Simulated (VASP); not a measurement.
# GdN (Fm-3m) in VASP: further runs

The runs below take GdN through single point, with PBE+U.

Program: VASP 6.6.1. These are calculated values, not measurements. Logs are shortened: lines on timing, memory, paths and dates and some standing lists are left out, and cuts for length are marked.

**1. The cell of the first run**

It takes space group Fm-3m (No. 225, cubic). Conventional cell: a = 5.002 Å, b = 5.002 Å, c = 5.002 Å, α = 90.00°, β = 90.00°, γ = 90.00°. Gd (site symmetry m-3m) has 6 N at 2.50 Å within 3.3 Å. Within 3.3 Å of N (site symmetry m-3m) lie 6 Gd at 2.50 Å.

**2. Single point, PBE+U, collinear spin, ferrimagnetic start**

The input, INCAR:

```
SYSTEM = GdN
PREC = Accurate
ENCUT = 520
EDIFF = 1E-6
ISMEAR = 0
SIGMA = 0.1
LREAL = .FALSE.
LASPH = .TRUE.
NELM = 150
ALGO = Normal
ISIF = 2
LWAVE = .FALSE.
LCHARG = .TRUE.
ISPIN = 2
MAGMOM = 7.63 -0.16
LORBIT = 11
LMAXMIX = 6
LDAU = .TRUE.
LDAUTYPE = 2
LDAUL = 3 -1
LDAUU = 6 0
LDAUJ = 0 0
LDAUPRINT = 1
GGA = PE
LELF = .TRUE.
LVHAR = .TRUE.
ISYM = 0
NBANDS = 22
```

The input, KPOINTS:

```
Automatic mesh
0
G
  5 4 9
  0 0 0
```

The input, POSCAR:

```
GdN
1.0
    3.5369293656      0.0000000000      0.0000000000
    0.0000000000      5.0019734779      0.0000000000
    1.7684646828      2.5009867390      1.7684646828
Gd N
1 1
Direct
    0.0000000000      0.5000000000      0.0000000000
    0.0000000000      0.0000000000      0.0000000000
```

Potentials or basis: VASP PAW PBE potentials, release 64 (Gd, N).

Run with:

```console
$ cat potpaw_PBE.64/Gd/POTCAR potpaw_PBE.64/N/POTCAR > POTCAR
$ mpirun -np 1 vasp_std > vasp.out
```

OUTCAR:

```text
SYSTEM = GdN
   PREC = Accurate
   ENCUT = 520
   EDIFF = 1E-6
   ISMEAR = 0
   LREAL = .FALSE.
   LASPH = .TRUE.
   NELM = 150
   ISIF = 2
   ISPIN = 2
   LORBIT = 11
   GGA = PE
   ISYM = 0

 ion  position               nearest neighbor table
   1  0.000  0.500  0.000-   2 2.50   2 2.50   2 2.50   2 2.50   2 2.50   2 2.50
   2  0.000  0.000  0.000-   1 2.50   1 2.50   1 2.50   1 2.50   1 2.50   1 2.50

IMPORTANT INFORMATION: All symmetrisations will be switched off!
NOSYMM: (Re-)initialisation of all symmetry stuff for point group C_1.

----------------------------------------------------------------------------------------

                                     Primitive cell

  volume of cell :      31.2870

  direct lattice vectors                    reciprocal lattice vectors
     3.536929366  0.000000000  0.000000000     0.282731120  0.000000000 -0.282731120
     0.000000000  5.001973478  0.000000000     0.000000000  0.199921092 -0.282731120
     1.768464683  2.500986739  1.768464683     0.000000000  0.000000000  0.565462239

  length of vectors
     3.536929366  5.001973478  3.536929366     0.399842184  0.346273489  0.565462239

  position of ions in fractional coordinates (direct lattice)
     0.000000000  0.500000000  0.000000000
     0.000000000  0.000000000  0.000000000

  ion indices of the primitive-cell ions
   primitive index   ion index
                 1           1
                 2           2

----------------------------------------------------------------------------------------

 KPOINTS: Automatic mesh

Automatic generation of k-mesh.
 Grid dimensions read from file:
 generate k-points for:    5    4    9

 Generating k-lattice:

  Cartesian coordinates                     Fractional coordinates (reciprocal lattice)
     0.056546224  0.000000000 -0.056546224     0.200000000  0.000000000  0.000000000
     0.000000000  0.049980273 -0.070682780     0.000000000  0.250000000  0.000000000
     0.000000000  0.000000000  0.062829138     0.000000000  0.000000000  0.111111111

  Length of vectors
     0.079968437  0.086568372  0.062829138

  Shift w.r.t. Gamma in fractional coordinates (k-lattice)
     0.000000000  0.000000000  0.000000000

 -----------------------------------------------------------------------------
|                                                                             |
|           W    W    AA    RRRRR   N    N  II  N    N   GGGG   !!!           |
|           W    W   A  A   R    R  NN   N  II  NN   N  G    G  !!!           |
|           W    W  A    A  R    R  N N  N  II  N N  N  G       !!!           |
|           W WW W  AAAAAA  RRRRR   N  N N  II  N  N N  G  GGG   !            |
|           WW  WW  A    A  R   R   N   NN  II  N   NN  G    G                |
|           W    W  A    A  R    R  N    N  II  N    N   GGGG   !!!           |
|                                                                             |
|     Your reciprocal lattice and k-lattice belong to different lattice       |
|     classes:                                                                |
|                                                                             |
[... 90 lines left out ...]
   LHFCALC =     F    Hartree Fock is set to
   AEXX    =    0.0000 exact exchange contribution
   IVDW    =     0    specifies the selected vdW correction
   LEPSILON=     F    determine dielectric tensor
   LRPA    =     F    only Hartree local field effects (RPA)
 spin polarized calculation
 Gauss-broadening in eV      SIGMA  =   0.10
  energy-cutoff  :      520.00
  volume of cell :       31.29
 maximum number of plane-waves:       869
 NGX is ok and might be reduce to    28

atom =   1  type =  1  l = 3

 onsite density matrix

spin component  1

  0.9913  0.0001  0.0016  0.0000 -0.0000 -0.0000  0.0000
  0.0001  0.9904  0.0000  0.0000  0.0000  0.0000 -0.0000
  0.0016  0.0000  0.9905 -0.0000  0.0000  0.0000 -0.0000
  0.0000  0.0000 -0.0000  0.9905  0.0000 -0.0004 -0.0000
 -0.0000  0.0000  0.0000  0.0000  0.9924 -0.0000  0.0008
 -0.0000  0.0000  0.0000 -0.0004 -0.0000  0.9925 -0.0000
  0.0000 -0.0000 -0.0000 -0.0000  0.0008 -0.0000  0.9909

spin component  2

  0.0065  0.0000  0.0047  0.0000 -0.0000 -0.0000  0.0000
  0.0000  0.0033  0.0000  0.0000  0.0000 -0.0000 -0.0000
  0.0047  0.0000  0.0040 -0.0000 -0.0000  0.0000 -0.0000
  0.0000  0.0000 -0.0000  0.0037  0.0000 -0.0016 -0.0000
 -0.0000  0.0000 -0.0000  0.0000  0.0092  0.0000  0.0025
 -0.0000 -0.0000  0.0000 -0.0016  0.0000  0.0097  0.0000
  0.0000 -0.0000 -0.0000 -0.0000  0.0025  0.0000  0.0044

 occupancies and eigenvectors

  o =  0.0004  v =  0.0000  0.0000  0.0000  0.0000  0.0000  0.0000  0.0000  0.6127 -0.0006 -0.7903 -0.0045  0.0000  0.0011 -0.0002      0.0000  0.0000  0.0000  0.0000  0.0000  0.0000  0.0000  0.0000  0.0000  0.0000  0.0000  0.0000  0.0000  0.0000
  o =  0.0033  v =  0.0000  0.0000  0.0000  0.0000  0.0000  0.0000  0.0000 -0.0028  0.0329  0.0030 -0.9688  0.0147 -0.2429 -0.0344      0.0000  0.0000  0.0000  0.0000  0.0000  0.0000  0.0000  0.0000  0.0000  0.0000  0.0000  0.0000  0.0000  0.0000
  o =  0.0033  v =  0.0000  0.0000  0.0000  0.0000  0.0000  0.0000  0.0000  0.0017 -0.9993  0.0023 -0.0312  0.0080 -0.0079 -0.0188      0.0000  0.0000  0.0000  0.0000  0.0000  0.0000  0.0000  0.0000  0.0000  0.0000  0.0000  0.0000  0.0000  0.0000
  o =  0.0034  v =  0.0000  0.0000  0.0000  0.0000  0.0000  0.0000  0.0000  0.0001 -0.0192  0.0000 -0.0369 -0.3904 -0.0095  0.9196      0.0000  0.0000  0.0000  0.0000  0.0000  0.0000  0.0000  0.0000  0.0000  0.0000  0.0000  0.0000  0.0000  0.0000
  o =  0.0101  v =  0.0000  0.0000  0.0000  0.0000  0.0000  0.0000  0.0000 -0.0816 -0.0003 -0.0605 -0.2419 -0.0132  0.9649 -0.0053      0.0000  0.0000  0.0000  0.0000  0.0000  0.0000  0.0000  0.0000  0.0000  0.0000  0.0000  0.0000  0.0000  0.0000
  o =  0.0101  v =  0.0000  0.0000  0.0000  0.0000  0.0000  0.0000  0.0000  0.7860  0.0028  0.6097 -0.0250  0.0098  0.0986  0.0042      0.0000  0.0000  0.0000  0.0000  0.0000  0.0000  0.0000  0.0000  0.0000  0.0000  0.0000  0.0000  0.0000  0.0000
  o =  0.0102  v =  0.0000  0.0000  0.0000  0.0000  0.0000  0.0000  0.0000  0.0095 -0.0000  0.0074  0.0031 -0.9203 -0.0126 -0.3907      0.0000  0.0000  0.0000  0.0000  0.0000  0.0000  0.0000  0.0000  0.0000  0.0000  0.0000  0.0000  0.0000  0.0000
  o =  0.9892  v =  0.6139 -0.0021 -0.7891 -0.0205  0.0008  0.0065 -0.0012  0.0000  0.0000  0.0000  0.0000  0.0000  0.0000  0.0000      0.0000  0.0000  0.0000  0.0000  0.0000  0.0000  0.0000  0.0000  0.0000  0.0000  0.0000  0.0000  0.0000  0.0000
  o =  0.9904  v = -0.0210  0.3212  0.0054 -0.9263  0.0173 -0.1906 -0.0406  0.0000  0.0000  0.0000  0.0000  0.0000  0.0000  0.0000      0.0000  0.0000  0.0000  0.0000  0.0000  0.0000  0.0000  0.0000  0.0000  0.0000  0.0000  0.0000  0.0000  0.0000
  o =  0.9904  v = -0.0239  0.9462 -0.0287  0.3142 -0.0080  0.0646  0.0177  0.0000  0.0000  0.0000  0.0000  0.0000  0.0000  0.0000      0.0000  0.0000  0.0000  0.0000  0.0000  0.0000  0.0000  0.0000  0.0000  0.0000  0.0000  0.0000  0.0000  0.0000
  o =  0.9906  v = -0.0003  0.0042  0.0004  0.0468  0.3758  0.0110 -0.9254  0.0000  0.0000  0.0000  0.0000  0.0000  0.0000  0.0000      0.0000  0.0000  0.0000  0.0000  0.0000  0.0000  0.0000  0.0000  0.0000  0.0000  0.0000  0.0000  0.0000  0.0000
  o =  0.9925  v =  0.7862  0.0386  0.6104  0.0169 -0.0038 -0.0863 -0.0016  0.0000  0.0000  0.0000  0.0000  0.0000  0.0000  0.0000      0.0000  0.0000  0.0000  0.0000  0.0000  0.0000  0.0000  0.0000  0.0000  0.0000  0.0000  0.0000  0.0000  0.0000
  o =  0.9926  v =  0.0630  0.0035  0.0623 -0.2005  0.0315  0.9750  0.0143  0.0000  0.0000  0.0000  0.0000  0.0000  0.0000  0.0000      0.0000  0.0000  0.0000  0.0000  0.0000  0.0000  0.0000  0.0000  0.0000  0.0000  0.0000  0.0000  0.0000  0.0000
  o =  0.9928  v =  0.0009  0.0005  0.0005  0.0079  0.9259 -0.0339  0.3760  0.0000  0.0000  0.0000  0.0000  0.0000  0.0000  0.0000      0.0000  0.0000  0.0000  0.0000  0.0000  0.0000  0.0000  0.0000  0.0000  0.0000  0.0000  0.0000  0.0000  0.0000

 number of electron      23.0000004 magnetization       6.9999603

 Free energy of the ion-electron system (eV)
  ---------------------------------------------------
  ext. energy  EPLUGINS =         0.00000000
  ---------------------------------------------------
  free energy    TOTEN  =       -22.81204550 eV

  energy without entropy =      -22.81155199  energy(sigma->0) =      -22.81179875

 E-fermi :   3.8958     XC(G=0): -11.5287

 val. band max:        3.6187285205   @ k =   0.4000   0.0000   0.0000
 cond. band min:       3.9312693225   @ k =   0.0000   0.0000   0.0000
 fundamental gap:      0.3125408020
 Fermi energy:         3.8958460837

 spin component 1

 k-point     1 :       0.0000    0.0000    0.0000
  band No.  band energies     occupation
      1     -39.9901      1.00000
      2     -16.9858      1.00000
      3     -16.9845      1.00000
      4     -16.9838      1.00000
      5      -9.0866      1.00000
      6      -2.5741      1.00000
[... 1193 lines left out ...]
     21      16.2566      0.00000
     22      16.6916      0.00000

 [... further k-points ...]
[... 5 lines left out ...]
  --------------------------------------------------------------------------------------
  -------------------------------------------------------------------------------------
  Total        0.0841972      0.0341723      0.0259043     -0.0014430     -0.0101564      0.0162875
  in kB        4.3116562      1.7499273      1.3265342     -0.0738964     -0.5201003      0.8340661
  external PRESSURE =       2.4627059 kB  Pullay stress =       0.0000000 kB

 VOLUME and BASIS-vectors are now :
 -----------------------------------------------------------------------------
  energy-cutoff  :      520.00
  volume of cell :       31.29
      direct lattice vectors                 reciprocal lattice vectors
     3.536929366  0.000000000  0.000000000     0.282731120  0.000000000 -0.282731120
     0.000000000  5.001973478  0.000000000     0.000000000  0.199921092 -0.282731120
     1.768464683  2.500986739  1.768464683     0.000000000  0.000000000  0.565462239

 POSITION                                       TOTAL-FORCE (eV/Angst)
 -----------------------------------------------------------------------------------
      0.00000      2.50099      0.00000        -0.000004      0.000002      0.000003
      0.00000      0.00000      0.00000         0.000004     -0.000002     -0.000003
 -----------------------------------------------------------------------------------
    total drift:                               -0.000001     -0.000007      0.000010

  FREE ENERGIE OF THE ION-ELECTRON SYSTEM (eV)
  ---------------------------------------------------
  free  energy   TOTEN  =       -22.8120454999 eV

  energy  without entropy=      -22.8115519924  energy(sigma->0) =      -22.81179875

 total charge

# of ion       s       p       d       f       tot
--------------------------------------------------
    1        2.035   5.667   0.538   6.972  15.211
    2        1.248   2.384   0.000   0.000   3.633
--------------------------------------------------
tot          3.283   8.051   0.538   6.972  18.844

 magnetization (x)

# of ion       s       p       d       f       tot
--------------------------------------------------
    1       -0.006  -0.086   0.073   6.893   6.873
    2       -0.009  -0.109   0.000   0.000  -0.118
--------------------------------------------------
tot         -0.015  -0.195   0.073   6.893   6.756
```

It took 2.1 min on 1 thread of Intel Xeon 6975P-C (Granite Rapids), shared host; peak memory 0.28 GiB.

Results:

```
Free energy                                           : -22.8120 eV
Pressure                                              : 0.2 GPa
Band gap on the k mesh                                : zero (filled and empty bands overlap)
Net moment                                            : 7.00 μB per cell
Site moments                                          : Gd +6.87; N -0.12 μB
Valence electrons inside the program's atomic spheres : Gd 15.21; N 3.63
```

Eigenvalues of the final occupation matrices:
```csv
site,spin,trace,eigenvalues
site 1 f,1,6.94,0.99 0.99 0.99 0.99 0.99 0.99 0.99
site 1 f,2,0.04,0.00 0.00 0.00 0.00 0.01 0.01 0.01
```

Caveat: the k points lie up to 0.54 Å⁻¹ apart; spin-orbit coupling is left out, which moves the levels of the heavy elements; a cell with one magnetic atom can't hold antiferromagnetic order, which such compounds often take. The state reached can hang on the start; a lower one may exist.

**3. Single point, PBE+U, collinear spin, ferrimagnetic start**

This run uses another cell than the first one, of the same volume but with other edges.

The input, INCAR:

```
PREC = Accurate
ENCUT = 520
EDIFF = 1E-6
ISMEAR = 0
SIGMA = 0.1
LREAL = False
LASPH = True
NELM = 150
ALGO = Normal
ISIF = 2
LWAVE = False
LCHARG = False
ISPIN = 2
MAGMOM = 7.63 -0.15
LORBIT = 11
LMAXMIX = 6
LDAU = True
LDAUTYPE = 2
LDAUL = 3 -1
LDAUU = 6 0
LDAUJ = 0 0
LDAUPRINT = 1
GGA = PE
NBANDS = 22
```

The input, KPOINTS:

```
Automatic mesh
0
Gamma
  14 14 14
```

The input, POSCAR:

```
GdN
1.0
    0.0000000000      2.5009867390      2.5009867390
    2.5009867390      0.0000000000      2.5009867390
    2.5009867390      2.5009867390      0.0000000000
Gd N
1 1
Direct
    0.5000000000      0.5000000000      0.5000000000
    0.0000000000      0.0000000000      0.0000000000
```

Potentials or basis: VASP PAW PBE potentials, release 64 (Gd, N).

Run with:

```console
$ cat potpaw_PBE.64/Gd/POTCAR potpaw_PBE.64/N/POTCAR > POTCAR
$ mpirun -np 1 vasp_std > vasp.out
```

Wall time 1.8 min (1 thread of Intel Xeon 6975P-C (Granite Rapids), shared host); peak memory 0.27 GiB.

The run converged. Its results:

```yaml
Free_energy: -22.8131 eV
Pressure: 0.3 GPa
Band_gap_on_the_k_mesh: zero (filled and empty bands overlap)
Net_moment: 7.00 μB per cell
Site_moments: Gd +6.87; N -0.11 μB
Valence_electrons_inside_the_program's_atomic_spheres: Gd 15.21; N 3.63
```

Levels at points of the mesh, in eV from the Fermi level:
Spin up:
```csv
k point,band 12,band 13,band 14,band 15,band 16,band 17,band 18,band 19
"(0.00, 0.00, 0.00)",-6.15,0.14,0.14,0.14,2.55,2.55,2.55,3.24
"(0.50, 0.00, 0.00)",-6.11,-4.24,-2.43,-2.43,5.16,5.87,5.87,6.54
"(0.50, 0.50, 0.00)",-6.19,-1.35,-0.37,-0.25,-0.25,6.49,6.52,7.55
```
Spin down:
| k point | band 6 | band 7 | band 8 | band 9 | band 10 | band 11 |
| --- | --- | --- | --- | --- | --- | --- |
| (0.00, 0.00, 0.00) | -0.43 | -0.43 | -0.43 | 3.36 | 3.36 | 3.36 |
| (0.50, 0.00, 0.00) | -4.00 | -2.34 | -2.34 | 4.41 | 4.78 | 4.78 |
| (0.50, 0.50, 0.00) | -1.06 | -0.52 | -0.52 | 0.28 | 4.85 | 4.88 |

Eigenvalues of the final occupation matrices:
| site | spin | trace | eigenvalues |
| --- | --- | --- | --- |
| site 1 f | 1 | 6.94 | 0.99 0.99 0.99 0.99 0.99 0.99 0.99 |
| site 1 f | 2 | 0.04 | 0.00 0.00 0.00 0.00 0.01 0.01 0.01 |

Caveat: spin-orbit coupling is left out, which moves the levels of the heavy elements; a cell with one magnetic atom can't hold antiferromagnetic order, which such compounds often take.
